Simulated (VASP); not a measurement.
A run of VASP 6.6.1:

The input INCAR:

```
SYSTEM = Mo6C
PREC = Accurate ; ENCUT = 520
EDIFF = 1E-6 ; ISMEAR = 0
SIGMA = 0.1 ; LREAL = .FALSE.
LASPH = .TRUE. ; NELM = 60
ALGO = Normal ; ISIF = 2
LWAVE = .FALSE. ; LCHARG = .TRUE.
LDIPOL = .TRUE. ; IDIPOL = 3
DIPOL = 0.5 0.5 0.339 ; GGA = PE
LELF = .TRUE. ; LVHAR = .TRUE.
LVACPOTAV = .TRUE. ; NBANDS = 53
```

The input KPOINTS:

```
Automatic mesh
0
G
  6 6 1
  0 0 0
```

File POSCAR:

```
Mo6C
1.0
    4.4695765307      0.0000000000      0.0000000000
   -2.2347882654      3.8707668198      0.0000000000
    0.0000000000      0.0000000000     19.7595667302
Mo C
6 1
Direct
    0.6666666667      0.3333333333      0.2024335885
    0.3333333334      0.6666666667      0.2486060831
    0.0000000000      0.0000000000      0.2947785778
    0.6666666667      0.3333333333      0.3368821123
    0.3333333334      0.6666666667      0.3779725567
    0.0000000000      0.0000000000      0.4180034331
    0.1111111111      0.2222222222      0.4965452446
```

Potentials or basis: VASP PAW PBE potentials, release 64 (Mo_sv, C).

The run is started by

```sh
$ cat potpaw_PBE.64/Mo_sv/POTCAR potpaw_PBE.64/C/POTCAR > POTCAR
$ mpirun -np 1 vasp_std > vasp.out
```

Hardware: 1 thread of Intel(R) Xeon(R) 6975P-C (Granite Rapids), on a shared host.

Problem. How long does it take, and how much memory?

Solution. It took 5.3 min on 1 thread of Intel(R) Xeon(R) 6975P-C (Granite Rapids), with other jobs on the host, peak memory 0.55 GiB. Counts: scf iterations 32, k points 13.
